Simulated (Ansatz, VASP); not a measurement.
**Sn: VASP beside Ansatz**

```
Sn
1.0
    -3.00333    3.00333    1.59065
     3.00333   -3.00333    1.59065
     3.00333    3.00333   -1.59065
Sn
2
Direct
  0.00000 0.00000 0.00000
  0.75000 0.25000 0.50000
```

Change from the starting cell: equal xx and yy strain of +3 %, PAW files.

Alike in both runs: task electric field gradients; functional LDA; k mesh 15 × 15 × 15; occupations fermi-dirac, width 0.05 eV; no spin polarisation.

|  | VASP | Ansatz |
| --- | --- | --- |
| version | VASP 6.6.1 | Ansatz 0.2.0 |
| potentials or method | VASP PAW LDA potentials, release 64 (Sn_d) | PAW with Ansatz's default frozen-core files, scalar-relativistic |
| plane-wave cutoff (eV) | 400 | 420 |
| valence electrons in the cell | 28 | 28 |

```tsv
	VASP	Ansatz	Ansatz less VASP
pressure (GPa)	-4.5	-4.4	+0.03
traceless stress, the component that is largest in VASP (GPa)	0.47	0.47	-0.001
size of Vzz on the site where it differs most (V/Å²)	27.8	29.1	+1.21
```

LDA's correlation is that of Perdew and Zunger in VASP and of Perdew and Wang (1992) in Ansatz.
